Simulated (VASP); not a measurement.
# H2 in VASP: further runs

H2 is run at these levels: PBEsol; tasks: single point, relaxation of the atoms.

Program: VASP 6.6.1. These are calculated values, not measurements. Logs are shortened: lines on timing, memory, paths and dates and some standing lists are left out, and cuts for length are marked.

## 1. The cell of the first run

The cell holds a molecule in a box, 2 atoms: a = 9.000 Å, b = 9.500 Å, c = 10.000 Å, α = 90.00°, β = 90.00°, γ = 90.00°.

## 2. Single point, PBEsol

INCAR

```
SYSTEM = H
PREC = Accurate
ENCUT = 520
EDIFF = 1E-6
ISMEAR = 0
SIGMA = 0.02
LREAL = .False.
LASPH = .True.
NELM = 80
ALGO = Normal
ISIF = 2
LWAVE = .False.
LCHARG = .False.
GGA = PS
NBANDS = 8
```

KPOINTS

```
regular mesh
0
Gamma
  1 1 1
  0 0 0
```

POSCAR

```
H
1.0
    9.0000000000      0.0000000000      0.0000000000
    0.0000000000      9.5000000000      0.0000000000
    0.0000000000      0.0000000000     10.0000000000
H
2
Direct
    0.5000000000      0.5000000000      0.4621105549
    0.5000000000      0.5000000000      0.5378894451
```

Potentials or basis: VASP PAW PBE potentials, release 64 (H).

Started as:

```bash
> cat potpaw_PBE.64/H/POTCAR > POTCAR
> mpirun -np 1 vasp_gam > vasp.out
```

OUTCAR:

```text
SYSTEM = H
   PREC = Accurate
   ENCUT = 520
   EDIFF = 1E-6
   ISMEAR = 0
   LREAL = .False.
   LASPH = .True.
   NELM = 80
   ISIF = 2
   GGA = PS

 ion  position               nearest neighbor table
   1  0.500  0.500  0.462-   2 0.76
   2  0.500  0.500  0.538-   1 0.76

  LATTYP: Found a simple orthorhombic cell.
 ALAT       =     9.0000000000
 B/A-ratio  =     1.0555555556
 C/A-ratio  =     1.1111111111

  Lattice vectors:

 A1 = (   9.0000000000,   0.0000000000,   0.0000000000)
 A2 = (   0.0000000000,   9.5000000000,   0.0000000000)
 A3 = (   0.0000000000,   0.0000000000,  10.0000000000)

Analysis of symmetry for initial positions (statically):
=====================================================================
 Subroutine PRICEL returns:
 Original cell was already a primitive cell.

 Routine SETGRP: Setting up the symmetry group for a
 simple orthorhombic supercell.

 Subroutine GETGRP returns: Found  8 space group operations
 (whereof  8 operations were pure point group operations)
 out of a pool of  8 trial point group operations.

The static configuration has the point symmetry D_2h.

Analysis of symmetry for dynamics (positions and initial velocities):
=====================================================================
 Subroutine PRICEL returns:
 Original cell was already a primitive cell.

 Routine SETGRP: Setting up the symmetry group for a
 simple orthorhombic supercell.

 Subroutine GETGRP returns: Found  8 space group operations
 (whereof  8 operations were pure point group operations)
 out of a pool of  8 trial point group operations.

The dynamic configuration has the point symmetry D_2h.

 Subroutine INISYM returns: Found  8 space group operations
 (whereof  8 operations are pure point group operations),
 and found     1 'primitive' translations

----------------------------------------------------------------------------------------

                                     Primitive cell

  volume of cell :     855.0000

  direct lattice vectors                    reciprocal lattice vectors
     9.000000000  0.000000000  0.000000000     0.111111111  0.000000000  0.000000000
     0.000000000  9.500000000  0.000000000     0.000000000  0.105263158  0.000000000
     0.000000000  0.000000000 10.000000000     0.000000000  0.000000000  0.100000000

  length of vectors
     9.000000000  9.500000000 10.000000000     0.111111111  0.105263158  0.100000000

  position of ions in fractional coordinates (direct lattice)
     0.500000000  0.500000000  0.462110555
     0.500000000  0.500000000  0.537889445

  ion indices of the primitive-cell ions
   primitive index   ion index
                 1           1
                 2           2

----------------------------------------------------------------------------------------

 KPOINTS: regular mesh

Automatic generation of k-mesh.
 Grid dimensions read from file:
 generate k-points for:    1    1    1

 Generating k-lattice:

  Cartesian coordinates                     Fractional coordinates (reciprocal lattice)
     0.111111111  0.000000000  0.000000000     1.000000000  0.000000000  0.000000000
     0.000000000  0.105263158  0.000000000     0.000000000  1.000000000  0.000000000
     0.000000000  0.000000000  0.100000000     0.000000000  0.000000000  1.000000000

  Length of vectors
     0.111111111  0.105263158  0.100000000

  Shift w.r.t. Gamma in fractional coordinates (k-lattice)
     0.000000000  0.000000000  0.000000000

 Subroutine IBZKPT returns following result:
 ===========================================

 Found      1 irreducible k-points:

 Following reciprocal coordinates:
            Coordinates               Weight
  0.000000  0.000000  0.000000      1.000000
   k-points           NKPTS =      1   k-points in BZ     NKDIM =      1   number of bands    NBANDS=      8
   number of dos      NEDOS =    301   number of ions     NIONS =      2
   total plane-waves  NPLWV = 403200
   dimension x,y,z NGX =    70 NGY =   72 NGZ =   80
   dimension x,y,z NGXF=   140 NGYF=  144 NGZF=  160
   ions per type =               2
   NGX,Y,Z   is equivalent  to a cutoff of  12.93, 12.60, 13.30 a.u.
   NGXF,Y,Z  is equivalent  to a cutoff of  25.86, 25.20, 26.60 a.u.
 SYSTEM =  H
   PREC   = accura    normal or accurate (medium, high low for compatibility)
   ISTART =      0    job   : 0-new  1-cont  2-samecut
   ICHARG =      2    charge: 1-file 2-atom 10-const
   ISPIN  =      1    spin polarized calculation?
   LNONCOLLINEAR =      F non collinear calculations
   LSORBIT =      F    spin-orbit coupling
   LASPH  =      T    aspherical Exc in radial PAW
   ENCUT  =  520.0 eV  38.22 Ry    6.18 a.u.  16.73 17.66 18.59*2*pi/ulx,y,z
   NELM   =     80;   NELMIN=  2; NELMDL= -5     # of ELM steps
   EDIFF  = 0.1E-05   stopping-criterion for ELM
   LREAL  =      F    real-space projection
   EDIFFG = 0.1E-04   stopping-criterion for IOM
   NSW    =      0    number of steps for IOM
   IBRION =     -1    ionic relax: 0-MD 1-quasi-New 2-CG
   NFREE  =      0    steps in history (QN), initial steepest desc. (CG)
   ISIF   =      2    stress and relaxation
   ISYM   =      2    0-nonsym 1-usesym 2-fastsym
   POTIM  = 0.5000    time-step for ionic-motion
   TEBEG  =    0.0;   TEEND  =   0.0 temperature during run
   PSTRESS=    0.0 pullay stress
   NELECT =       2.0000    total number of electrons
   NUPDOWN=      -1.0000    fix difference up-down
   EMIN   =  10.00;   EMAX   =-10.00  energy-range for DOS
   EFERMI =   0.00;   METHOD = LEGACY
   ISMEAR =     0;   SIGMA  =   0.02  broadening in eV -4-tet -1-fermi 0-gaus
   EFERMI_NEDOS =   21; number of points for ismear=-14 and -15
   IALGO  =     38    algorithm
   IMIX   =      4    mixing-type and parameters
     AMIX     =   0.40;   BMIX     =  1.00
     AMIX_MAG =   1.60;   BMIX_MAG =  1.00
  volume/ion in A,a.u.               =     427.50      2884.91
  Fermi-wavevector in a.u.,A,eV,Ry     =   0.217318  0.410672  0.642565  0.047227
  Thomas-Fermi vector in A             =   0.994036
   LORBIT       =      0    0 simple, 1 ext, 2 COOP (PROOUT), +10 PAW based schemes
   GGA     = PS    functional components
   LHFCALC =     F    Hartree Fock is set to
   AEXX    =    0.0000 exact exchange contribution
   IVDW    =     0    specifies the selected vdW correction
   LEPSILON=     F    determine dielectric tensor
   LRPA    =     F    only Hartree local field effects (RPA)
 non-spin polarized calculation
 Gauss-broadening in eV      SIGMA  =   0.02
  energy-cutoff  :      520.00
  volume of cell :      855.00
 maximum number of plane-waves:     11510
 NGX is ok and might be reduce to    70
   NGX = 33   NGY = 35   NGZ = 37

 number of electron       2.0000001 magnetization

 Free energy of the ion-electron system (eV)
  ---------------------------------------------------
  ext. energy  EPLUGINS =         0.00000000
  ---------------------------------------------------
  free energy    TOTEN  =        -6.51344949 eV

  energy without entropy =       -6.51344949  energy(sigma->0) =       -6.51344949

 E-fermi :  -9.9995     XC(G=0):  -0.4279

 val. band max:      -10.1074771079   @ k =   0.0000   0.0000   0.0000
 cond. band min:      -0.1690461266   @ k =   0.0000   0.0000   0.0000
 fundamental gap:      9.9384309813
 Fermi energy:        -9.9995020913

 k-point     1 :       0.0000    0.0000    0.0000
  band No.  band energies     occupation
      1     -10.1075      2.00000
      2      -0.1690      0.00000
      3       0.4259      0.00000
      4       1.0756      0.00000
      5       1.2082      0.00000
      6       1.3623      0.00000
      7       1.5283      0.00000
      8       1.7254      0.00000

------------------------ aborting loop because EDIFF is reached ----------------------------------------

  FORCE on cell =-STRESS in cart. coord.  units (eV):
  Direction    XX          YY          ZZ          XY          YZ          ZX
  --------------------------------------------------------------------------------------
  -------------------------------------------------------------------------------------
  Total       -0.0254612     -0.0247343     -0.0164504      0.0000000      0.0000000      0.0000000
  in kB       -0.0477116     -0.0463494     -0.0308263      0.0000000      0.0000000      0.0000000
  external PRESSURE =      -0.0416291 kB  Pullay stress =       0.0000000 kB

 VOLUME and BASIS-vectors are now :
 -----------------------------------------------------------------------------
  energy-cutoff  :      520.00
  volume of cell :      855.00
      direct lattice vectors                 reciprocal lattice vectors
     9.000000000  0.000000000  0.000000000     0.111111111  0.000000000  0.000000000
     0.000000000  9.500000000  0.000000000     0.000000000  0.105263158  0.000000000
     0.000000000  0.000000000 10.000000000     0.000000000  0.000000000  0.100000000

 POSITION                                       TOTAL-FORCE (eV/Angst)
 -----------------------------------------------------------------------------------
      4.50000      4.75000      4.62111         0.000000      0.000000     -0.019163
      4.50000      4.75000      5.37889         0.000000      0.000000      0.019163
 -----------------------------------------------------------------------------------
    total drift:                                0.000000      0.000000      0.000000

  FREE ENERGIE OF THE ION-ELECTRON SYSTEM (eV)
  ---------------------------------------------------
  free  energy   TOTEN  =        -6.5134494885 eV

  energy  without entropy=       -6.5134494885  energy(sigma->0) =       -6.51344949
```

Run time: 21 s. Hardware: 1 thread of AMD EPYC 9R45 (Zen 5), shared host; peak memory 0.62 GiB.

Results:

* Free energy: -6.5134 eV
* Largest force: 0.019 eV/Å
* Gap between the frontier levels: 9.94 eV

Forces on the atoms (eV/Å):
```
H    0.000  0.000 -0.019
H    0.000  0.000  0.019
```

Levels at points of the mesh, in eV from the valence-band top:
| k point | band 1 | band 2 | band 3 | band 4 |
| --- | --- | --- | --- | --- |
| (0.00, 0.00, 0.00) | 0.00 | 9.94 | 10.53 | 11.18 |

Caveat: the PAW data sets were made with another functional, which shifts forces and pressure a little.

## 3. Relaxation of the atoms, PBEsol

INCAR

```
SYSTEM = H
  PREC = Accurate
  ENCUT = 520
  EDIFF = 1E-7
  ISMEAR = 0
  SIGMA = 0.02
  LREAL = .False.
  LASPH = .True.
  NELM = 100
  ALGO = Normal
  ISIF = 2
  LWAVE = .False.
  LCHARG = .False.
  GGA = PS
  IBRION = 2
  NSW = 80
  EDIFFG = -0.02
```

KPOINTS

```
Automatic mesh
0
Gamma
  1 1 1
  0 0 0
```

POSCAR

```
H
1.0
    9.0000000000      0.0000000000      0.0000000000
    0.0000000000      9.5000000000      0.0000000000
    0.0000000000      0.0000000000     10.0000000000
H
2
Direct
    0.5000000000      0.5000000000      0.4625000000
    0.5000000000      0.5000000000      0.5375000000
```

Potentials or basis: VASP PAW PBE potentials, release 64 (H).

Started as:

```bash
> cat potpaw_PBE.64/H/POTCAR > POTCAR
> mpirun -np 1 vasp_gam > vasp.out
```

OUTCAR:

```text
SYSTEM = H
   PREC = Accurate
   ENCUT = 520
   EDIFF = 1E-7
   ISMEAR = 0
   LREAL = .False.
   LASPH = .True.
   NELM = 100
   ISIF = 2
   GGA = PS
   IBRION = 2
   NSW = 80
   EDIFFG = -0.02

 ion  position               nearest neighbor table
   1  0.500  0.500  0.462-   2 0.75
   2  0.500  0.500  0.538-   1 0.75

  LATTYP: Found a simple orthorhombic cell.
 ALAT       =     9.0000000000
 B/A-ratio  =     1.0555555556
 C/A-ratio  =     1.1111111111

  Lattice vectors:

 A1 = (   9.0000000000,   0.0000000000,   0.0000000000)
 A2 = (   0.0000000000,   9.5000000000,   0.0000000000)
 A3 = (   0.0000000000,   0.0000000000,  10.0000000000)

Analysis of symmetry for initial positions (statically):
=====================================================================
 Subroutine PRICEL returns:
 Original cell was already a primitive cell.

 Routine SETGRP: Setting up the symmetry group for a
 simple orthorhombic supercell.

 Subroutine GETGRP returns: Found  8 space group operations
 (whereof  8 operations were pure point group operations)
 out of a pool of  8 trial point group operations.

The static configuration has the point symmetry D_2h.

Analysis of symmetry for dynamics (positions and initial velocities):
=====================================================================
 Subroutine PRICEL returns:
 Original cell was already a primitive cell.

 Routine SETGRP: Setting up the symmetry group for a
 simple orthorhombic supercell.

 Subroutine GETGRP returns: Found  8 space group operations
 (whereof  8 operations were pure point group operations)
 out of a pool of  8 trial point group operations.

The dynamic configuration has the point symmetry D_2h.

 Subroutine INISYM returns: Found  8 space group operations
 (whereof  8 operations are pure point group operations),
 and found     1 'primitive' translations

[... 93 lines left out ...]
  Thomas-Fermi vector in A             =   0.994036
   LORBIT       =      0    0 simple, 1 ext, 2 COOP (PROOUT), +10 PAW based schemes
   GGA     = PS    functional components
   LHFCALC =     F    Hartree Fock is set to
   AEXX    =    0.0000 exact exchange contribution
   IVDW    =     0    specifies the selected vdW correction
   LEPSILON=     F    determine dielectric tensor
   LRPA    =     F    only Hartree local field effects (RPA)
 conjugate gradient relaxation of ions
 non-spin polarized calculation
 Gauss-broadening in eV      SIGMA  =   0.02
  energy-cutoff  :      520.00
  volume of cell :      855.00
 maximum number of plane-waves:     11510
 NGX is ok and might be reduce to    70
   NGX = 33   NGY = 35   NGZ = 37

--------------------------------------- Ionic step        1  -------------------------------------------

 number of electron       2.0000001 magnetization

 Free energy of the ion-electron system (eV)
  ---------------------------------------------------
  ext. energy  EPLUGINS =         0.00000000
  ---------------------------------------------------
  free energy    TOTEN  =        -6.51226861 eV

  energy without entropy =       -6.51226861  energy(sigma->0) =       -6.51226861

------------------------ aborting loop because EDIFF is reached ----------------------------------------

  FORCE on cell =-STRESS in cart. coord.  units (eV):
  Direction    XX          YY          ZZ          XY          YZ          ZX
  --------------------------------------------------------------------------------------
  -------------------------------------------------------------------------------------
  Total       -0.0258936     -0.0251780      0.1828145      0.0000000      0.0000000      0.0000000
  in kB       -0.0485218     -0.0471808      0.3425746      0.0000000      0.0000000      0.0000000
  external PRESSURE =       0.0822907 kB  Pullay stress =       0.0000000 kB
[... 23 lines left out ...]
--------------------------------------- Ionic step        2  -------------------------------------------

 number of electron       2.0000000 magnetization

 E-fermi :  -9.9134     XC(G=0):  -0.4354

 val. band max:      -10.0156737117   @ k =   0.0000   0.0000   0.0000
 cond. band min:      -0.1732626245   @ k =   0.0000   0.0000   0.0000
 fundamental gap:      9.8424110872
 Fermi energy:        -9.9133618064

 k-point     1 :       0.0000    0.0000    0.0000
  band No.  band energies     occupation
      1     -10.0157      2.00000
      2      -0.1733      0.00000
      3       0.3623      0.00000
      4       1.0635      0.00000
      5       1.1966      0.00000
[... 33 lines left out ...]
--------------------------------------- Ionic step        3  -------------------------------------------

 number of electron       2.0000001 magnetization

 Free energy of the ion-electron system (eV)
  ---------------------------------------------------
  ext. energy  EPLUGINS =         0.00000000
  ---------------------------------------------------
  free energy    TOTEN  =        -6.51345541 eV

  energy without entropy =       -6.51345541  energy(sigma->0) =       -6.51345541

 E-fermi : -10.0013     XC(G=0):  -0.4243

 val. band max:      -10.1045166868   @ k =   0.0000   0.0000   0.0000
 cond. band min:      -0.1656780777   @ k =   0.0000   0.0000   0.0000
 fundamental gap:      9.9388386091
 Fermi energy:       -10.0012944696

 k-point     1 :       0.0000    0.0000    0.0000
  band No.  band energies     occupation
      1     -10.1045      2.00000
      2      -0.1657      0.00000
      3       0.4236      0.00000
      4       1.0743      0.00000
      5       1.2075      0.00000
[... 27 lines left out ...]
  FREE ENERGIE OF THE ION-ELECTRON SYSTEM (eV)
  ---------------------------------------------------
  free  energy   TOTEN  =        -6.5134554142 eV

  energy  without entropy=       -6.5134554142  energy(sigma->0) =       -6.51345541

 reached required accuracy - stopping structural energy minimisation
```

OSZICAR:

```text
N       E                     dE             d eps       ncg     rms          rms(c)
DAV:   1     0.237489191785E+01    0.23749E+01   -0.44639E+02    10   0.188E+02
DAV:   2    -0.658055576971E+01   -0.89554E+01   -0.89554E+01    10   0.487E+01
DAV:   3    -0.715409028004E+01   -0.57353E+00   -0.57353E+00    20   0.177E+01
[... 38 lines left out ...]
DAV:   7    -0.651345017653E+01   -0.41756E-05   -0.19984E-07    10   0.162E-03    0.151E-04
DAV:   8    -0.651345404377E+01   -0.38672E-05   -0.18212E-07    10   0.164E-03    0.942E-05
DAV:   9    -0.651345478204E+01   -0.73827E-06   -0.10156E-08    10   0.415E-04    0.780E-05
DAV:  10    -0.651345534764E+01   -0.56560E-06   -0.15967E-08    10   0.474E-04    0.142E-05
DAV:  11    -0.651345541420E+01   -0.66567E-07   -0.11697E-09    10   0.134E-04
   3 F= -.65134554E+01 E0= -.65134554E+01  d E =-.118681E-02
```

CONTCAR:

```text
H
   1.00000000000000
     9.0000000000000000    0.0000000000000000    0.0000000000000000
     0.0000000000000000    9.5000000000000000    0.0000000000000000
     0.0000000000000000    0.0000000000000000   10.0000000000000000
  H
     2
Direct
     0.5000000000000000    0.5000000000000000    0.4620813153666941
     0.5000000000000000    0.5000000000000000    0.5379186846333058

  0.00000000E+00  0.00000000E+00  0.00000000E+00
  0.00000000E+00  0.00000000E+00  0.00000000E+00
```

Wall time 46 s (1 thread of AMD EPYC 9R45 (Zen 5), shared host); peak memory 0.73 GiB.

What came out:

- Free energy: -6.5135 eV
- Energy gained by relaxing: 0.6 meV/atom
- Ionic steps: 3
- Gap between the frontier levels: 9.94 eV

Step by step:
```
step  energy change (eV)  largest force (eV/Å)  pressure (GPa)
   1              0.0000                0.2862            0.01
   2              0.0047                0.6031           -0.03
   3             -0.0012                0.0002           -0.01
```

Final structure:
```
H
1.0
     9.00000    0.00000    0.00000
     0.00000    9.50000    0.00000
     0.00000    0.00000   10.00000
H
2
Direct
  0.50000 0.50000 0.46208
  0.50000 0.50000 0.53792
```

Caveat: the PAW data sets were made with another functional, which shifts forces and pressure a little.
